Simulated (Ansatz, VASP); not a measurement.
PbSe: VASP beside Ansatz

```
Pb Se
1.0
     3.78432    0.00000    0.00000
     0.00000    3.78432    0.00000
     0.00000    0.00000    3.78432
Pb Se
1 1
Cartesian
  0.0000 0.0000 0.0000
  1.8922 1.8922 1.8922
```

Alike in both runs: task single point; functional PBE; k mesh 7 × 7 × 7; occupations gaussian, width 0.018 eV; no spin polarisation.

|  | VASP | Ansatz |
| --- | --- | --- |
| version | VASP 6.6.1 | Ansatz 0.2.0 |
| potentials or method | VASP PAW PBE potentials, release 64 (Pb_d, Se) | Ansatz PAW |
| plane-wave cutoff (eV) | 500 | 420 |
| valence electrons in the cell | 20 | 30 |

|  | VASP | Ansatz | Ansatz less VASP |
| --- | --- | --- | --- |
| gap on the k mesh at the Fermi level (eV) | none | none | - |
| pressure (GPa) | -0.2 | -0.2 | +0.02 |

A gap of «none» marks a metal or a gap that the smearing closes. The functional is the same, so the differences come from potentials, cutoffs and numerics. VASP's potentials hold 20 valence electrons a cell and Ansatz's 30, so a difference there can come from the potentials and not from the codes.

Spin-orbit coupling is off throughout.
